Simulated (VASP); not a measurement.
# Co in VASP: single point with PBE

Aim: the single point of Co with PBE.

Program: VASP 6.6.1. These are calculated values, not measurements. Logs are shortened: lines on timing, memory, paths and dates and some standing lists are left out, and cuts for length are marked.

## Step 1: The cell of the first run

The cell holds a slab with vacuum, 4 atoms: a = 2.493 Å, b = 4.037 Å, c = 18.879 Å, α = 90.00°, β = 90.00°, γ = 90.00°.

## Step 2: Single point, PBE, collinear spin, ferromagnetic start

File INCAR:

```
ALGO = Normal
DIPOL = 0.5 0.5 0.500
EDIFF = 1E-6
ENCUT = 520
GGA = PE
IDIPOL = 3
ISIF = 2
ISMEAR = -1
ISPIN = 2
LASPH = T
LCHARG = F
LDIPOL = T
LMAXMIX = 4
LORBIT = 11
LREAL = F
LWAVE = F
MAGMOM = 1.7 1.7 1.7 1.7
NBANDS = 30
NELM = 150
PREC = Accurate
SIGMA = 0.1
```

File KPOINTS:

```
k-points
0
Gamma
  15 9 1
```

File POSCAR:

```
Co
1.0
    2.4930397963      0.0000000000      0.0000000000
    0.0000000000      4.0369295231      0.0000000000
    0.0000000000      0.0000000000     18.8787000000
Co
4
Direct
    0.0000000000      0.7500000000      0.4301585155
    0.5000000000      0.2500000000      0.4600550120
    0.5000000000      0.7500000000      0.5399449896
    0.0000000000      0.2500000000      0.5698414829
```

Potentials or basis: VASP PAW PBE potentials, release 64 (Co).

On the command line:

```bash
cat potpaw_PBE.64/Co/POTCAR > POTCAR
mpirun -np 1 vasp_std > vasp.out
```

OUTCAR:

```text
EDIFF = 1E-6
   ENCUT = 520
   GGA = PE
   ISIF = 2
   ISMEAR = -1
   ISPIN = 2
   LASPH = T
   LORBIT = 11
   LREAL = F
   NELM = 150
   PREC = Accurate

 ion  position               nearest neighbor table
   1  0.000  0.750  0.430-   3 2.42   3 2.42   2 2.44   2 2.44   2 2.44   2 2.44
   2  0.500  0.250  0.460-   4 2.42   4 2.42   1 2.44   1 2.44   1 2.44   1 2.44   3 2.52   3 2.52

   3  0.500  0.750  0.540-   1 2.42   1 2.42   4 2.44   4 2.44   4 2.44   4 2.44   2 2.52   2 2.52

   4  0.000  0.250  0.570-   2 2.42   2 2.42   3 2.44   3 2.44   3 2.44   3 2.44

  LATTYP: Found a simple orthorhombic cell.
 ALAT       =     2.4930397963
 B/A-ratio  =     1.6192800167
 C/A-ratio  =     7.5725626314

  Lattice vectors:

 A1 = (   2.4930397963,   0.0000000000,   0.0000000000)
 A2 = (   0.0000000000,   4.0369295231,   0.0000000000)
 A3 = (   0.0000000000,   0.0000000000,  18.8787000000)

Analysis of symmetry for initial positions (statically):
=====================================================================
 Subroutine PRICEL returns:
 Original cell was already a primitive cell.

 Routine SETGRP: Setting up the symmetry group for a
 simple orthorhombic supercell.

 Subroutine GETGRP returns: Found  8 space group operations
 (whereof  4 operations were pure point group operations)
 out of a pool of  8 trial point group operations.

The static configuration has the point symmetry C_2h.
 The point group associated with its full space group is D_2h.

Analysis of symmetry for dynamics (positions and initial velocities):
=====================================================================
 Subroutine PRICEL returns:
 Original cell was already a primitive cell.

 Routine SETGRP: Setting up the symmetry group for a
 simple orthorhombic supercell.

 Subroutine GETGRP returns: Found  8 space group operations
 (whereof  4 operations were pure point group operations)
 out of a pool of  8 trial point group operations.

The dynamic configuration has the point symmetry C_2h.
 The point group associated with its full space group is D_2h.

Analysis of structural, dynamic, and magnetic symmetry:
=====================================================================
 Subroutine PRICEL returns:
 Original cell was already a primitive cell.

 Routine SETGRP: Setting up the symmetry group for a
 simple orthorhombic supercell.

 Subroutine GETGRP returns: Found  8 space group operations
 (whereof  4 operations were pure point group operations)
 out of a pool of  8 trial point group operations.

The overall configuration has the point symmetry C_2h.
 The point group associated with its full space group is D_2h.

 Subroutine INISYM returns: Found  8 space group operations
 (whereof  4 operations are pure point group operations),
 and found     1 'primitive' translations

----------------------------------------------------------------------------------------

                                     Primitive cell

  volume of cell :     189.9995

  direct lattice vectors                    reciprocal lattice vectors
     2.493039796  0.000000000  0.000000000     0.401116742  0.000000000  0.000000000
     0.000000000  4.036929523  0.000000000     0.000000000  0.247713019  0.000000000
     0.000000000  0.000000000 18.878700000     0.000000000  0.000000000  0.052969749

  length of vectors
     2.493039796  4.036929523 18.878700000     0.401116742  0.247713019  0.052969749

  position of ions in fractional coordinates (direct lattice)
     0.000000000  0.750000000  0.430158515
     0.500000000  0.250000000  0.460055012
     0.500000000  0.750000000  0.539944990
     0.000000000  0.250000000  0.569841483

  ion indices of the primitive-cell ions
   primitive index   ion index
                 1           1
                 2           2
                 3           3
                 4           4

----------------------------------------------------------------------------------------

 KPOINTS: k-points

Automatic generation of k-mesh.
 Grid dimensions read from file:
 generate k-points for:   15    9    1

 Generating k-lattice:

  Cartesian coordinates                     Fractional coordinates (reciprocal lattice)
     0.026741116  0.000000000  0.000000000     0.066666667  0.000000000  0.000000000
     0.000000000  0.027523669  0.000000000     0.000000000  0.111111111  0.000000000
     0.000000000  0.000000000  0.052969749     0.000000000  0.000000000  1.000000000

  Length of vectors
     0.026741116  0.027523669  0.052969749

  Shift w.r.t. Gamma in fractional coordinates (k-lattice)
     0.000000000  0.000000000  0.000000000

 Subroutine IBZKPT returns following result:
 ===========================================

 Found     40 irreducible k-points:

 Following reciprocal coordinates:
            Coordinates               Weight
  0.000000  0.000000  0.000000      1.000000
  0.066667  0.000000  0.000000      2.000000
  0.133333  0.000000  0.000000      2.000000
  0.200000  0.000000  0.000000      2.000000
  0.266667  0.000000  0.000000      2.000000
  0.333333  0.000000  0.000000      2.000000
[... 16 lines left out ...]
  0.400000  0.222222  0.000000      4.000000
  0.466667  0.222222  0.000000      4.000000
 [... further k-points ...]
   k-points           NKPTS =     40   k-points in BZ     NKDIM =     40   number of bands    NBANDS=     30
   number of dos      NEDOS =    301   number of ions     NIONS =      4
   total plane-waves  NPLWV =  84000
   dimension x,y,z NGX =    20 NGY =   30 NGZ =  140
   dimension x,y,z NGXF=    40 NGYF=   60 NGZF=  280
   ions per type =               4
   NGX,Y,Z   is equivalent  to a cutoff of  13.34, 12.35, 12.33 a.u.
   NGXF,Y,Z  is equivalent  to a cutoff of  26.67, 24.71, 24.66 a.u.
 SYSTEM =  unknown system
   PREC   = accura    normal or accurate (medium, high low for compatibility)
   ISTART =      0    job   : 0-new  1-cont  2-samecut
   ICHARG =      2    charge: 1-file 2-atom 10-const
   ISPIN  =      2    spin polarized calculation?
   LNONCOLLINEAR =      F non collinear calculations
   LSORBIT =      F    spin-orbit coupling
   LASPH  =      T    aspherical Exc in radial PAW
   ENCUT  =  520.0 eV  38.22 Ry    6.18 a.u.   4.64  7.51 35.10*2*pi/ulx,y,z
   NELM   =    150;   NELMIN=  2; NELMDL= -5     # of ELM steps
   EDIFF  = 0.1E-05   stopping-criterion for ELM
   LREAL  =      F    real-space projection
[... 7 lines left out ...]
   TEBEG  =    0.0;   TEEND  =   0.0 temperature during run
   PSTRESS=    0.0 pullay stress
   NELECT =      36.0000    total number of electrons
   NUPDOWN=      -1.0000    fix difference up-down
   EMIN   =  10.00;   EMAX   =-10.00  energy-range for DOS
   EFERMI =   0.00;   METHOD = LEGACY
   ISMEAR =    -1;   SIGMA  =   0.10  broadening in eV -4-tet -1-fermi 0-gaus
   EFERMI_NEDOS =   21; number of points for ismear=-14 and -15
   IALGO  =     38    algorithm
   IMIX   =      4    mixing-type and parameters
     AMIX     =   0.40;   BMIX     =  1.00
     AMIX_MAG =   1.60;   BMIX_MAG =  1.00
  volume/ion in A,a.u.               =      47.50       320.54
  Fermi-wavevector in a.u.,A,eV,Ry     =   0.940282  1.776876 12.029325  0.884130
  Thomas-Fermi vector in A             =   2.067678
   LORBIT       =     11    0 simple, 1 ext, 2 COOP (PROOUT), +10 PAW based schemes
   GGA     = PE    functional components
   LHFCALC =     F    Hartree Fock is set to
   AEXX    =    0.0000 exact exchange contribution
   IVDW    =     0    specifies the selected vdW correction
   LEPSILON=     F    determine dielectric tensor
   LRPA    =     F    only Hartree local field effects (RPA)
 spin polarized calculation
  energy-cutoff  :      520.00
  volume of cell :      190.00
 maximum number of plane-waves:      5156
 NGX is ok and might be reduce to    20
   NGX =  9   NGY = 15   NGZ = 71

 dipolmoment           0.000000      0.000000      0.000000 electrons x Angstroem

 number of electron      35.9999984 magnetization       7.0246905

 dipolmoment           0.000000      0.000000     -0.000000 electrons x Angstroem

 Free energy of the ion-electron system (eV)
  ---------------------------------------------------
  ext. energy  EPLUGINS =         0.00000000
  ---------------------------------------------------
  free energy    TOTEN  =       -25.39129714 eV

  energy without entropy =      -25.23677025  energy(sigma->0) =      -25.31403369

 E-fermi :  -1.2144     XC(G=0):  -4.0891

 val. band max:       -1.2169753039   @ k =   0.4000   0.1111   0.0000
 cond. band min:      -1.2140210117   @ k =   0.4000   0.2222   0.0000
 fundamental gap:      0.0029542922
 Fermi energy:        -1.2143670861

 spin component 1

 k-point     1 :       0.0000    0.0000    0.0000
  band No.  band energies     occupation
      1      -8.9935      1.00000
      2      -6.5963      1.00000
      3      -5.7876      1.00000
      4      -5.7124      1.00000
      5      -5.4720      1.00000
      6      -4.0822      1.00000
[... 781 lines left out ...]
     29       8.4618      0.00000
     30       8.6228      0.00000

 [... further k-points ...]

 spin component 2

 k-point     1 :       0.0000    0.0000    0.0000
  band No.  band energies     occupation
      1      -8.9558      1.00000
      2      -6.0774      1.00000
      3      -4.6208      1.00000
      4      -4.4615      1.00000
      5      -4.1526      1.00000
      6      -2.5377      1.00000
[... 781 lines left out ...]
     29       8.8188      0.00000
     30       8.9324      0.00000

 [... further k-points ...]

------------------------ aborting loop because EDIFF is reached ----------------------------------------

 vacuum level on the upper side and lower side of the slab       (xc-potential included)        -0.134        -0.134

  FORCE on cell =-STRESS in cart. coord.  units (eV):
  Direction    XX          YY          ZZ          XY          YZ          ZX
  --------------------------------------------------------------------------------------
  -------------------------------------------------------------------------------------
  Total       -1.9003524     -1.6372240     -0.1160997      0.0000000     -0.0000000      0.0000000
  in kB      -16.0247870    -13.8059479     -0.9790144      0.0000000     -0.0000000      0.0000000
  external PRESSURE =     -10.2699164 kB  Pullay stress =       0.0000000 kB

 VOLUME and BASIS-vectors are now :
 -----------------------------------------------------------------------------
  energy-cutoff  :      520.00
  volume of cell :      190.00
      direct lattice vectors                 reciprocal lattice vectors
     2.493039796  0.000000000  0.000000000     0.401116742  0.000000000  0.000000000
     0.000000000  4.036929523  0.000000000     0.000000000  0.247713019  0.000000000
     0.000000000  0.000000000 18.878700000     0.000000000  0.000000000  0.052969749

 POSITION                                       TOTAL-FORCE (eV/Angst)
 -----------------------------------------------------------------------------------
      0.00000      3.02770      8.12083         0.000000      0.000000      0.025483
      1.24652      1.00923      8.68524        -0.000000     -0.000000      0.029673
      1.24652      3.02770     10.19346        -0.000000      0.000000     -0.029673
      0.00000      1.00923     10.75787        -0.000000      0.000000     -0.025483
 -----------------------------------------------------------------------------------
    total drift:                               -0.000000      0.000000     -0.000002

  FREE ENERGIE OF THE ION-ELECTRON SYSTEM (eV)
  ---------------------------------------------------
  free  energy   TOTEN  =       -25.3912971405 eV

  energy  without entropy=      -25.2367702472  energy(sigma->0) =      -25.31403369

 vacuum level on the upper side and lower side of the slab         3.404         3.404

 total charge

# of ion       s       p       d       tot
------------------------------------------
    1        0.488   0.388   7.243   8.119
    2        0.495   0.466   7.250   8.211
    3        0.495   0.466   7.250   8.211
    4        0.488   0.388   7.243   8.119
--------------------------------------------------
tot          1.965   1.707  28.986  32.659

 magnetization (x)

# of ion       s       p       d       tot
------------------------------------------
    1       -0.002  -0.039   1.862   1.821
    2       -0.016  -0.048   1.776   1.712
    3       -0.016  -0.048   1.776   1.712
    4       -0.002  -0.039   1.862   1.821
--------------------------------------------------
tot         -0.036  -0.175   7.276   7.065
```

It took 7 min on 1 thread of Intel Xeon 6975P-C (Granite Rapids), shared host; peak memory 0.52 GiB.

Results:

```
Free energy                                           : -25.3913 eV
Largest force                                         : 0.030 eV/Å
Net moment                                            : 7.02 μB per cell
Site moments                                          : Co +1.82, +1.71 (each value once) μB
Valence electrons inside the program's atomic spheres : Co 8.12, 8.21 (each value once)
```

Forces on the atoms (eV/Å):
```
Co   0.000  0.000  0.025
Co   0.000  0.000  0.030
Co   0.000  0.000 -0.030
Co   0.000  0.000 -0.025
```

Levels at points of the mesh, in eV from the Fermi level:
Spin up:
```
           k point  band 18  band 19  band 20  band 21  band 22  band 23  band 24  band 25  band 26  band 27
(0.00, 0.00, 0.00)    -1.71    -1.08    -0.98    -0.62    -0.59     0.28     1.58     4.12     4.52     5.65
```
Spin down:
```
           k point  band 11  band 12  band 13  band 14  band 15  band 16  band 17  band 18
(0.00, 0.00, 0.00)    -0.64    -0.56    -0.55    -0.53    -0.22    -0.16    -0.15     0.02
```
